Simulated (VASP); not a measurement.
Set up this calculation in VASP 6.6.1, as the native input.

- Task: single point
- Functional: PBE
- Potentials or basis: VASP PAW PBE potentials, release 64 (Cu, Ni)
- Cutoff: 520 eV
- k mesh: 6 × 6 × 6
- Occupations: gaussian, width 0.1 eV
- Spin: collinear spin, ferromagnetic start
- Starting moments: [0.0, 0.0, 2.0, 2.0, 2.0] μB
- Dipole correction: no
- Further INCAR settings: ALGO = Fast; EDIFF = 1e-06; NBANDS = 38

The structure of Cu2Ni3 lies in POSCAR:

```
Cu2Ni3
1.0
    1.2535482202      0.7237364040     10.3004220994
   -1.2535482202      0.7237364040     10.3004220994
    0.0000000000     -1.4474728030     10.3004220998
Cu Ni
2 3
Direct
    0.0997550734      0.0997550734      0.0997550734
    0.9002449266      0.9002449266      0.9002449266
    0.6989215055      0.6989215055      0.6989215055
    0.3010784945      0.3010784945      0.3010784945
    0.5000000000      0.5000000000      0.5000000000
```

These files were run (other wordings do the same):

INCAR

```
  ALGO = Fast
  EDIFF = 1E-6
  ENCUT = 520
  GGA = PE
  ISIF = 2
  ISMEAR = 0
  ISPIN = 2
  LASPH = True
  LCHARG = False
  LMAXMIX = 4
  LORBIT = 11
  LREAL = False
  LWAVE = False
  MAGMOM = 0 0 2 2 2
  NBANDS = 38
  NELM = 150
  PREC = Accurate
  SIGMA = 0.1
```

KPOINTS

```
k-points
0
Gamma
  6 6 6
```

Potentials or basis: VASP PAW PBE potentials, release 64 (Cu, Ni).

Run with:

```console
$ cat potpaw_PBE.64/Cu/POTCAR potpaw_PBE.64/Ni/POTCAR > POTCAR
$ mpirun -np 1 vasp_std > vasp.out
```

Results of the run:

The pressure is 0.3 GPa, the largest force is 0.009 eV/Å and the net moment is 1.04 μB per cell. The site moments are Cu +0.00; Ni +0.51, +0.05 μB and the valence electrons inside the program's atomic spheres are Cu 10.04; Ni 9.28.

Caveat: the k points lie up to 0.48 Å⁻¹ apart.

Run time: 30 min on 1 thread of Intel(R) Xeon(R) 6975P-C (Granite Rapids), on a shared host, peak memory 1.4 GiB.
